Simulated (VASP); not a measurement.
A run of VASP 6.6.1 is set up as follows.

Contents of INCAR:

```
PREC = Accurate ; ENCUT = 520
EDIFF = 1E-6 ; ISMEAR = -1
SIGMA = 0.06122561905347299 ; LREAL = F
LASPH = T ; NELM = 100
ALGO = Normal ; ISIF = 2
LWAVE = F ; LCHARG = F
GGA = PE ; NBANDS = 23
```

KPOINTS

```
Automatic mesh
0
Gamma
  29 29 29
```

File POSCAR:

```
In2O
1.0
    0.0000000000      3.2058644963      3.2058644963
    3.2058644963      0.0000000000      3.2058644963
    3.2058644963      3.2058644963      0.0000000000
In O
2 1
Direct
    0.2500000000      0.2500000000      0.2500000000
    0.7500000000      0.7500000000      0.7500000000
    0.0000000000      0.0000000000      0.0000000000
```

Potentials or basis: VASP PAW PBE potentials, release 64 (In_d, O).

Run with:

```bash
$ cat potpaw_PBE.64/In_d/POTCAR potpaw_PBE.64/O/POTCAR > POTCAR
$ mpirun -np 1 vasp_std > vasp.out
```

**Question.** Estimate the band gap on the k mesh.

**Answer.** Zero (bands 16 and 17 overlap by 1.76 eV).

**Question.** Estimate the pressure.

**Answer.** 0.0 GPa.

Caveat: spin-orbit coupling is left out, which moves the levels of the heavy elements.
